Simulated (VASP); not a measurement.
The system is BN.

```
CELL_PARAMETERS angstrom
2.50012 0.00000 0.00000
-1.25006 2.16517 0.00000
0.00000 0.00000 4.02229
ATOMIC_POSITIONS crystal
B 0.00000 0.00000 0.00000
B 0.00000 0.00000 0.50000
N 0.33333 0.66667 0.25000
N 0.66667 0.33333 0.75000
```

| Quantity | Value |
| --- | --- |
| Program | VASP 6.6.1 |
| Task | relaxation of cell and atoms |
| Functional | PBEsol |
| Potentials or basis | VASP PAW PBE potentials, release 64 (B, N) |
| Cutoff | 600 eV |
| k mesh | 12 × 12 × 6 |
| Occupations | fermi-dirac, width 0.02 eV |
| Spin | no spin polarisation |

At the start: pressure -6.9 GPa; volume 5.44 Å³/atom.

Task: Where does the relaxation end?

Result: Over 7 steps the energy falls by 2.2 meV/atom and the volume is 5.35 Å³/atom (-1.8 %); space group P6_3/mmc (No. 194, to 0.05 Å).

Step by step:
```
step  energy change (eV)  largest force (eV/Å)  pressure (GPa)  volume (Å³)
   1              0.0000                0.0000           -6.87        21.77
   2             -0.0023                0.0000            6.37        21.05
   3             -0.0087                0.0000            0.00        21.38
   4             -0.0087                0.0000            0.17        21.37
   5             -0.0087                0.0000            0.12        21.37
   6             -0.0087                0.0000            0.14        21.37
   7             -0.0087                0.0000           -0.08        21.38
```

Final structure:
```cif
data_structure
_symmetry_space_group_name_H-M 'P 1'
_symmetry_Int_Tables_number 1
_cell_length_a 2.4834
_cell_length_b 2.4834
_cell_length_c 4.0037
_cell_angle_alpha 90.000
_cell_angle_beta 90.000
_cell_angle_gamma 120.000
_cell_volume 21.38
loop_
_atom_site_label
_atom_site_type_symbol
_atom_site_fract_x
_atom_site_fract_y
_atom_site_fract_z
_atom_site_occupancy
B1 B 0.00000 0.00000 0.00000 1
B2 B 0.00000 0.00000 0.50000 1
N1 N 0.33333 0.66667 0.25000 1
N2 N 0.66667 0.33333 0.75000 1
```

Caveat: the PAW data sets were made with another functional, which shifts forces and pressure a little.
